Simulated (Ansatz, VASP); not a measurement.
# One calculation of CdTe, two programs

```xyz
2
Lattice="0.0000 3.3442 3.3442 3.3442 0.0000 3.3442 3.3442 3.3442 0.0000" Properties=species:S:1:pos:R:3 pbc="T T T"
Cd    0.0000    0.0000    0.0000
Te    1.6721    1.6721    1.6721
```

Alike in both runs: task single point; functional r2SCAN; k mesh 6 × 6 × 6; no spin polarisation.

```csv
,VASP,Ansatz
version,VASP 6.6.1,Ansatz 0.2.0
potentials or method,"VASP PAW PBE potentials, release 64 (Cd, Te)","plane waves, PAW"
plane-wave cutoff (eV),520,500
occupations,"gaussian, width 0.01 eV",fixed
valence electrons in the cell,18,36
```

```tsv
	VASP	Ansatz	Ansatz less VASP
gap on the k mesh at the Fermi level (eV)	0.97	0.98	+0.010
pressure (GPa)	-2.0	-2.1	-0.08
```

VASP's potentials were made for PBE, not for r2SCAN. VASP's potentials hold 18 valence electrons a cell and Ansatz's 36, so a difference there can come from the potentials and not from the codes.

Spin-orbit coupling is off throughout.
